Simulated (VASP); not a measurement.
# K2SiB2 (P-3m1) in VASP: a series of runs

K2SiB2 is run at these levels: PBE; tasks: single point, relaxation of cell and atoms.

Everything below comes from runs of VASP 6.6.1. Logs are shortened: lines on timing, memory, paths and dates and some standing lists are left out, and cuts for length are marked.

### 1 The cell of the first run

The structure is trigonal, space group P-3m1 (No. 164). Conventional cell: a = 3.413 Å, b = 3.413 Å, c = 9.677 Å, α = 90.00°, β = 90.00°, γ = 120.00°. Within 3.4 Å of K (site symmetry 3m) lie 3 B at 2.61 Å. Within 3.1 Å of Si (site symmetry -3m) lie 6 B at 2.33 Å. B (site symmetry 3m) has 3 Si at 2.33 Å and 3 K at 2.61 Å within 3.1 Å.

### 2 Single point, PBE

INCAR reads:

```
SYSTEM = K2SiB2
PREC = Accurate
ENCUT = 520
EDIFF = 1E-6
ISMEAR = 0
SIGMA = 0.1
LREAL = .False.
LASPH = .True.
NELM = 100
ALGO = Normal
ISIF = 2
LWAVE = .False.
LCHARG = .False.
GGA = PE
NBANDS = 22
```

KPOINTS reads:

```
regular mesh
0
Gamma
  6 6 2
  0 0 0
```

POSCAR reads:

```
K2SiB2
1.0
    3.4127948700      0.0000000000      0.0000000000
   -1.7063974300      2.9555670500      0.0000000000
    0.0000000000      0.0000000000      9.6773874100
K Si B
2 1 2
Direct
    0.6666666700      0.3333333300      0.3050729900
    0.3333333300      0.6666666700      0.6949270100
    0.0000000000      0.0000000000      0.0000000000
    0.6666666700      0.3333333300      0.8715950300
    0.3333333300      0.6666666700      0.1284049700
```

Potentials or basis: VASP PAW PBE potentials, release 64 (K_sv, Si, B).

Run with:

```
$ cat potpaw_PBE.64/K_sv/POTCAR potpaw_PBE.64/Si/POTCAR potpaw_PBE.64/B/POTCAR > POTCAR
$ mpirun -np 1 vasp_std > vasp.out
```

OUTCAR:

```text
SYSTEM = K2SiB2
   PREC = Accurate
   ENCUT = 520
   EDIFF = 1E-6
   ISMEAR = 0
   LREAL = .False.
   LASPH = .True.
   NELM = 100
   ISIF = 2
   GGA = PE

 ion  position               nearest neighbor table
   1  0.667  0.333  0.305-   5 2.61   5 2.61   5 2.61
   2  0.333  0.667  0.695-   4 2.61   4 2.61   4 2.61
   3  0.000  0.000  0.000-   4 2.33   5 2.33   5 2.33   4 2.33   4 2.33   5 2.33
   4  0.667  0.333  0.872-   3 2.33   3 2.33   3 2.33   2 2.61   2 2.61   2 2.61
   5  0.333  0.667  0.128-   3 2.33   3 2.33   3 2.33   1 2.61   1 2.61   1 2.61

  LATTYP: Found a hexagonal cell.
 ALAT       =     3.4127948700
 C/A-ratio  =     2.8356194200

  Lattice vectors:

 A1 = (   3.4127948700,   0.0000000000,   0.0000000000)
 A2 = (  -1.7063974300,   2.9555670500,   0.0000000000)
 A3 = (   0.0000000000,   0.0000000000,   9.6773874100)

Analysis of symmetry for initial positions (statically):
=====================================================================
 Subroutine PRICEL returns:
 Original cell was already a primitive cell.

 Routine SETGRP: Setting up the symmetry group for a
 hexagonal supercell.

 Subroutine GETGRP returns: Found 12 space group operations
 (whereof 12 operations were pure point group operations)
 out of a pool of 24 trial point group operations.

The static configuration has the point symmetry D_3d.

Analysis of symmetry for dynamics (positions and initial velocities):
=====================================================================
 Subroutine PRICEL returns:
 Original cell was already a primitive cell.

 Routine SETGRP: Setting up the symmetry group for a
 hexagonal supercell.

 Subroutine GETGRP returns: Found 12 space group operations
 (whereof 12 operations were pure point group operations)
 out of a pool of 24 trial point group operations.

The dynamic configuration has the point symmetry D_3d.

 Subroutine INISYM returns: Found 12 space group operations
 (whereof 12 operations are pure point group operations),
 and found     1 'primitive' translations

----------------------------------------------------------------------------------------

                                     Primitive cell

  volume of cell :      97.6133

  direct lattice vectors                    reciprocal lattice vectors
     3.412794870  0.000000000  0.000000000     0.293014974  0.169172274  0.000000000
    -1.706397430  2.955567050  0.000000000     0.000000000  0.338344549  0.000000000
     0.000000000  0.000000000  9.677387410     0.000000000  0.000000000  0.103333674

  length of vectors
     3.412794870  3.412794863  9.677387410     0.338344548  0.338344549  0.103333674

  position of ions in fractional coordinates (direct lattice)
     0.666666670  0.333333330  0.305072990
     0.333333330  0.666666670  0.694927010
     0.000000000  0.000000000  0.000000000
     0.666666670  0.333333330  0.871595030
     0.333333330  0.666666670  0.128404970

  ion indices of the primitive-cell ions
   primitive index   ion index
                 1           1
                 2           2
                 3           3
                 4           4
                 5           5

----------------------------------------------------------------------------------------

 KPOINTS: regular mesh

Automatic generation of k-mesh.
 Grid dimensions read from file:
 generate k-points for:    6    6    2

 Generating k-lattice:

  Cartesian coordinates                     Fractional coordinates (reciprocal lattice)
     0.048835829  0.028195379  0.000000000     0.166666667 -0.000000000  0.000000000
     0.000000000  0.056390758  0.000000000     0.000000000  0.166666667  0.000000000
     0.000000000  0.000000000  0.051666837     0.000000000  0.000000000  0.500000000

  Length of vectors
     0.056390758  0.056390758  0.051666837

  Shift w.r.t. Gamma in fractional coordinates (k-lattice)
     0.000000000  0.000000000  0.000000000

 Subroutine IBZKPT returns following result:
 ===========================================

 Found     14 irreducible k-points:

 Following reciprocal coordinates:
            Coordinates               Weight
  0.000000  0.000000  0.000000      1.000000
  0.166667 -0.000000  0.000000      6.000000
  0.333333  0.000000  0.000000      6.000000
  0.500000  0.000000  0.000000      3.000000
  0.166667  0.166667  0.000000      6.000000
  0.333333  0.166667  0.000000     12.000000
  0.333333  0.333333  0.000000      2.000000
  0.000000  0.000000  0.500000      1.000000
  0.166667 -0.000000  0.500000      6.000000
  0.333333  0.000000  0.500000      6.000000
  0.500000  0.000000  0.500000      3.000000
  0.166667  0.166667  0.500000      6.000000
  0.333333  0.166667  0.500000     12.000000
  0.333333  0.333333  0.500000      2.000000
   k-points           NKPTS =     14   k-points in BZ     NKDIM =     14   number of bands    NBANDS=     22
   number of dos      NEDOS =    301   number of ions     NIONS =      5
   total plane-waves  NPLWV =  56448
   dimension x,y,z NGX =    28 NGY =   28 NGZ =   72
   dimension x,y,z NGXF=    56 NGYF=   56 NGZF=  144
   ions per type =               2   1   2
   NGX,Y,Z   is equivalent  to a cutoff of  13.64, 13.64, 12.37 a.u.
   NGXF,Y,Z  is equivalent  to a cutoff of  27.28, 27.28, 24.74 a.u.
 SYSTEM =  K2SiB2
   PREC   = accura    normal or accurate (medium, high low for compatibility)
   ISTART =      0    job   : 0-new  1-cont  2-samecut
   ICHARG =      2    charge: 1-file 2-atom 10-const
   ISPIN  =      1    spin polarized calculation?
   LNONCOLLINEAR =      F non collinear calculations
   LSORBIT =      F    spin-orbit coupling
   LASPH  =      T    aspherical Exc in radial PAW
   ENCUT  =  520.0 eV  38.22 Ry    6.18 a.u.   6.35  6.35 17.99*2*pi/ulx,y,z
   NELM   =    100;   NELMIN=  2; NELMDL= -5     # of ELM steps
   EDIFF  = 0.1E-05   stopping-criterion for ELM
   LREAL  =      F    real-space projection
   EDIFFG = 0.1E-04   stopping-criterion for IOM
   NSW    =      0    number of steps for IOM
   IBRION =     -1    ionic relax: 0-MD 1-quasi-New 2-CG
   NFREE  =      0    steps in history (QN), initial steepest desc. (CG)
   ISIF   =      2    stress and relaxation
   ISYM   =      2    0-nonsym 1-usesym 2-fastsym
   POTIM  = 0.5000    time-step for ionic-motion
   TEBEG  =    0.0;   TEEND  =   0.0 temperature during run
   PSTRESS=    0.0 pullay stress
   NELECT =      28.0000    total number of electrons
   NUPDOWN=      -1.0000    fix difference up-down
   EMIN   =  10.00;   EMAX   =-10.00  energy-range for DOS
   EFERMI =   0.00;   METHOD = LEGACY
   ISMEAR =     0;   SIGMA  =   0.10  broadening in eV -4-tet -1-fermi 0-gaus
   EFERMI_NEDOS =   21; number of points for ismear=-14 and -15
   IALGO  =     38    algorithm
   IMIX   =      4    mixing-type and parameters
     AMIX     =   0.40;   BMIX     =  1.00
     AMIX_MAG =   1.60;   BMIX_MAG =  1.00
  volume/ion in A,a.u.               =      19.52       131.75
  Fermi-wavevector in a.u.,A,eV,Ry     =   1.079670  2.040281 15.860146  1.165688
  Thomas-Fermi vector in A             =   2.215641
   LORBIT       =      0    0 simple, 1 ext, 2 COOP (PROOUT), +10 PAW based schemes
   GGA     = PE    functional components
   LHFCALC =     F    Hartree Fock is set to
   AEXX    =    0.0000 exact exchange contribution
   IVDW    =     0    specifies the selected vdW correction
   LEPSILON=     F    determine dielectric tensor
   LRPA    =     F    only Hartree local field effects (RPA)
 non-spin polarized calculation
 Gauss-broadening in eV      SIGMA  =   0.10
  energy-cutoff  :      520.00
  volume of cell :       97.61
 maximum number of plane-waves:      2652
 NGX is ok and might be reduce to    28
   NGX = 13   NGY = 13   NGZ = 35

 number of electron      28.0000002 magnetization

 Free energy of the ion-electron system (eV)
  ---------------------------------------------------
  ext. energy  EPLUGINS =         0.00000000
  ---------------------------------------------------
  free energy    TOTEN  =       -15.20321480 eV

  energy without entropy =      -15.19423870  energy(sigma->0) =      -15.19872675

 E-fermi :   3.4080     XC(G=0):  -9.0333

 val. band max:        3.3454300077   @ k =   0.1667  -0.0000   0.0000
 cond. band min:       3.6029212510   @ k =   0.3333   0.0000   0.5000
 fundamental gap:      0.2574912434
 Fermi energy:         3.4080315050

 k-point     1 :       0.0000    0.0000    0.0000
  band No.  band energies     occupation
      1     -27.7251      2.00000
      2     -27.7160      2.00000
      3     -11.5435      2.00000
      4     -11.3528      2.00000
      5     -10.8232      2.00000
      6     -10.8232      2.00000
[... 14 lines left out ...]
     21       8.6420      0.00000
     22       8.8810      0.00000

 k-point     2 :       0.1667   -0.0000    0.0000
  band No.  band energies     occupation
      1     -27.6886      2.00000
      2     -27.6806      2.00000
      3     -11.4593      2.00000
      4     -11.3114      2.00000
      5     -11.0968      2.00000
      6     -11.0801      2.00000
[... 14 lines left out ...]
     21       8.5638      0.00000
     22       9.2452      0.00000

 k-point     3 :       0.3333    0.0000    0.0000
  band No.  band energies     occupation
      1     -27.6142      2.00000
      2     -27.6091      2.00000
      3     -11.6245      2.00000
      4     -11.6090      2.00000
      5     -11.2676      2.00000
      6     -11.1659      2.00000
[... 14 lines left out ...]
     21       7.7530      0.00000
     22       9.4148      0.00000
[... 226 lines left out ...]
 k-point    13 :       0.3333    0.1667    0.5000
  band No.  band energies     occupation
      1     -27.5760      2.00000
      2     -27.5732      2.00000
      3     -11.7273      2.00000
      4     -11.7169      2.00000
      5     -11.1933      2.00000
      6     -11.1782      2.00000
[... 14 lines left out ...]
     21       7.7078      0.00000
     22       9.3315      0.00000

 k-point    14 :       0.3333    0.3333    0.5000
  band No.  band energies     occupation
      1     -27.5560      2.00000
      2     -27.5560      2.00000
      3     -11.5708      2.00000
      4     -11.5708      2.00000
      5     -11.5073      2.00000
      6     -11.4873      2.00000
[... 14 lines left out ...]
     21       8.1945      0.00000
     22       9.5252      0.00000

------------------------ aborting loop because EDIFF is reached ----------------------------------------

  FORCE on cell =-STRESS in cart. coord.  units (eV):
  Direction    XX          YY          ZZ          XY          YZ          ZX
  --------------------------------------------------------------------------------------
  -------------------------------------------------------------------------------------
  Total        4.0959669      4.0959668     -1.2787394      0.0000000      0.0000000     -0.0000000
  in kB       67.2291913     67.2291911    -20.9886012      0.0000001      0.0000000     -0.0000000
  external PRESSURE =      37.8232604 kB  Pullay stress =       0.0000000 kB

 VOLUME and BASIS-vectors are now :
 -----------------------------------------------------------------------------
  energy-cutoff  :      520.00
  volume of cell :       97.61
      direct lattice vectors                 reciprocal lattice vectors
     3.412794870  0.000000000  0.000000000     0.293014974  0.169172274  0.000000000
    -1.706397430  2.955567050  0.000000000     0.000000000  0.338344549  0.000000000
     0.000000000  0.000000000  9.677387410     0.000000000  0.000000000  0.103333674

 POSITION                                       TOTAL-FORCE (eV/Angst)
 -----------------------------------------------------------------------------------
      1.70640      0.98519      2.95231         0.000000     -0.000000      0.932540
     -0.00000      1.97038      6.72508         0.000000      0.000000     -0.932540
      0.00000      0.00000      0.00000        -0.000000      0.000000     -0.000000
      1.70640      0.98519      8.43476        -0.000000      0.000000      3.787326
     -0.00000      1.97038      1.24262         0.000000     -0.000000     -3.787326
 -----------------------------------------------------------------------------------
    total drift:                               -0.000000      0.000000      0.000000

  FREE ENERGIE OF THE ION-ELECTRON SYSTEM (eV)
  ---------------------------------------------------
  free  energy   TOTEN  =       -15.2032148046 eV

  energy  without entropy=      -15.1942386960  energy(sigma->0) =      -15.19872675
```

It took 26 s on 1 thread of Intel Xeon 6975P-C (Granite Rapids), shared host; peak memory 0.22 GiB.

What came out:

```yaml
Free_energy: -15.2032 eV
Pressure: 3.8 GPa
Largest_force: 3.787 eV/Å
Band_gap_on_the_k_mesh: zero (band 14 reaches 4.48 eV, above the bottom of band 15 at 3.33 eV)
```

Forces on the atoms (eV/Å):
```
K    0.000  0.000  0.933
K    0.000  0.000 -0.933
Si   0.000  0.000  0.000
B    0.000  0.000  3.787
B    0.000  0.000 -3.787
```

Levels at points of the mesh, in eV from the Fermi level:
```tsv
k point	band 12	band 13	band 14	band 15	band 16	band 17
(0.00, 0.00, 0.00)	-0.28	-0.15	1.06	1.06	1.29	1.29
(0.50, 0.00, 0.00)	-3.58	-1.39	-0.81	0.60	1.33	1.90
(0.00, 0.00, 0.50)	-1.53	1.07	1.07	1.11	1.29	1.29
(0.50, 0.00, 0.50)	-3.56	-1.39	-0.83	0.69	1.31	1.64
```

Caveat: forces of over 1 eV/Å act on the atoms, so gaps and moduli don't describe the material at rest.

### 3 Single point, PBE

This run uses another cell than the first one, of 22.23 Å³/atom, 1.139 times its volume.

INCAR reads:

```
SYSTEM = K2SiB2
  ALGO = Normal
  EDIFF = 1E-6
  ENCUT = 520
  GGA = PE
  ISIF = 2
  ISMEAR = 0
  LASPH = .TRUE.
  LCHARG = .FALSE.
  LREAL = .FALSE.
  LWAVE = .FALSE.
  NBANDS = 22
  NELM = 80
  PREC = Accurate
  SIGMA = 0.1
```

KPOINTS reads:

```
k-points
0
G
  6 6 2
  0 0 0
```

POSCAR reads:

```
K2SiB2
1.0
    3.5884402114     -0.0000000030      0.0000000000
   -1.7942201031      3.1076803845      0.0000000000
    0.0000000000      0.0000000000      9.9683006068
K Si B
2 1 2
Direct
    0.6666666667      0.3333333333      0.2810961883
    0.3333333333      0.6666666667      0.7189038117
    0.0000000000      0.0000000000      0.0000000000
    0.6666666667      0.3333333333      0.9403465426
    0.3333333333      0.6666666667      0.0596534574
```

Potentials or basis: VASP PAW PBE potentials, release 64 (K_sv, Si, B).

Run with:

```
$ cat potpaw_PBE.64/K_sv/POTCAR potpaw_PBE.64/Si/POTCAR potpaw_PBE.64/B/POTCAR > POTCAR
$ mpirun -np 1 vasp_std > vasp.out
```

Run time: 26 s. Hardware: 1 thread of Intel Xeon 6975P-C (Granite Rapids), shared host; peak memory 0.25 GiB.

It converged, with:

```
Free energy            : -17.4310 eV
Pressure               : 0.2 GPa
Largest force          : 0.024 eV/Å
Band gap on the k mesh : zero (band 14 reaches 2.85 eV, above the bottom of band 15 at 1.93 eV)
```

Forces in eV/Å, atoms in the order of the input:
```
K    0.000  0.000  0.024
K    0.000  0.000 -0.024
Si   0.000  0.000  0.000
B    0.000  0.000  0.005
B    0.000  0.000 -0.005
```

Stress tensor (GPa, compression positive):
```
0.12 0.00 0.00
0.00 0.12 0.00
0.00 0.00 0.29
```

Levels at points of the mesh, in eV from the Fermi level:
```csv
k point,band 12,band 13,band 14,band 15,band 16,band 17
"(0.00, 0.00, 0.00)",-1.20,-1.20,-0.94,-0.94,0.07,0.93
"(0.50, 0.00, 0.00)",-3.10,-2.77,-0.61,0.71,1.70,2.34
"(0.00, 0.00, 0.50)",-1.26,-1.20,-1.20,-0.94,-0.94,2.52
"(0.50, 0.00, 0.50)",-3.10,-2.77,-0.61,0.74,1.78,1.80
```

### 4 Relaxation of cell and atoms, PBE

INCAR reads:

```
SYSTEM = K2SiB2
ALGO = Normal
EDIFF = 1E-7
EDIFFG = -0.04
ENCUT = 600
GGA = PE
IBRION = 2
ISIF = 3
ISMEAR = 0
LASPH = .True.
LCHARG = .False.
LREAL = .False.
LWAVE = .False.
NELM = 80
NSW = 90
PREC = Accurate
SIGMA = 0.1
```

KPOINTS reads:

```
k-points
0
Gamma
  6 6 2
  0 0 0
```

POSCAR reads:

```
K2SiB2
1.0
    3.4127948700      0.0000000000      0.0000000000
   -1.7063974300      2.9555670500      0.0000000000
    0.0000000000      0.0000000000      9.6773874100
K Si B
2 1 2
Direct
    0.6666666700      0.3333333300      0.3050729900
    0.3333333300      0.6666666700      0.6949270100
    0.0000000000      0.0000000000      0.0000000000
    0.6666666700      0.3333333300      0.8715950300
    0.3333333300      0.6666666700      0.1284049700
```

Run with:

```
$ cat potpaw_PBE.64/K_sv/POTCAR potpaw_PBE.64/Si/POTCAR potpaw_PBE.64/B/POTCAR > POTCAR
$ mpirun -np 1 vasp_std > vasp.out
```

It took 4.3 min on 1 thread of Intel Xeon 6975P-C (Granite Rapids), shared host; peak memory 0.27 GiB.

It converged, with:

```yaml
Free_energy: -17.4280 eV
Relaxed_volume: 22.00 Å³/atom
Relaxed_cell: a = 3.585 Å, b = 3.585 Å, c = 9.884 Å, α = 90.00°, β = 90.00°, γ = 120.00°
Space_group_after_relaxing_to_0.05_Å: P-3m1 (No. 164)
Energy_gained_by_relaxing: 444.8 meV/atom
Ionic_steps: 15
Pressure_after_relaxing: 0.2 GPa
Largest_force_after_relaxing: 0.034 eV/Å
Band_gap_on_the_k_mesh: zero (band 14 reaches 2.91 eV, above the bottom of band 15 at 2.00 eV)
```

Forces on the atoms (eV/Å):
```
K    0.000  0.000 -0.024
K    0.000  0.000  0.024
Si   0.000  0.000  0.000
B    0.000  0.000  0.034
B    0.000  0.000 -0.034
```

Step by step:
```tsv
step	energy change (eV)	largest force (eV/Å)	pressure (GPa)	volume (Å³)
1	0.0000	3.7878	3.80	97.61
2	-1.2764	2.0261	-0.55	104.21
3	-1.6165	1.3030	-2.32	108.88
4	-1.6036	0.7350	-5.03	118.35
5	-1.7055	0.7515	-3.79	113.12
6	-1.9942	0.5847	-0.41	104.15
7	-2.0274	0.4444	2.04	99.68
8	-2.0290	0.4576	1.61	100.40
9	-2.0960	0.3621	1.21	102.09
10	-2.1357	0.3226	0.66	104.74
11	-2.1844	0.2166	-0.03	108.03
12	-2.1992	0.2278	-0.58	111.16
13	-2.2144	0.1389	0.27	109.59
14	-2.2154	0.1066	0.57	109.07
15	-2.2240	0.0344	0.24	110.02
```

Final structure:
```
K Si B
1.0
     3.58518    0.00000    0.00000
    -1.79259    3.10486    0.00000
     0.00000    0.00000    9.88354
K Si B
2 1 2
Direct
  0.66667 0.33333 0.28488
  0.33333 0.66667 0.71512
  0.00000 0.00000 0.00000
  0.66667 0.33333 0.93950
  0.33333 0.66667 0.06050
```

Levels at points of the mesh, in eV from the Fermi level:
| k point | band 11 | band 12 | band 13 | band 14 | band 15 | band 16 | band 17 | band 18 |
| --- | --- | --- | --- | --- | --- | --- | --- | --- |
| (0.00, 0.00, 0.00) | -2.06 | -1.17 | -1.17 | -0.92 | -0.92 | 0.09 | 0.95 | 2.71 |
| (0.50, 0.00, 0.00) | -4.20 | -3.10 | -2.78 | -0.60 | 0.70 | 1.66 | 2.33 | 2.57 |
| (0.00, 0.00, 0.50) | -1.33 | -1.25 | -1.18 | -1.18 | -0.92 | -0.92 | 2.54 | 2.58 |
| (0.50, 0.00, 0.50) | -4.20 | -3.10 | -2.77 | -0.59 | 0.74 | 1.75 | 1.78 | 2.56 |

### 5 The runs side by side

| task | cell | cutoff (eV) | gap on the mesh (eV) | pressure (GPa) | largest force (eV/Å) |
| --- | --- | --- | --- | --- | --- |
| single point | a = 3.413, b = 3.413, c = 9.677 Å, angles 90.0, 90.0, 120.0°, 5 atoms | 520 | none | 3.8 | 3.79 |
| single point | a = 3.588, b = 3.588, c = 9.968 Å, angles 90.0, 90.0, 120.0°, 5 atoms | 520 | none | 0.2 | 0.02 |
| relaxation of cell and atoms | relaxed from a = 3.413, b = 3.413, c = 9.677 Å, angles 90.0, 90.0, 120.0°, 5 atoms | 600 | none | 0.2 | 0.03 |

Alike in all rows: level PBE; potentials or basis VASP PAW PBE potentials, release 64 (K_sv, Si, B); no spin polarisation; k mesh 6 × 6 × 2; smearing gaussian 0.1 eV.

Caveats: forces of over 1 eV/Å act on the atoms, so gaps and moduli don't describe the material at rest (some runs).

Absolute energies hang on the potentials; compare differences alone.
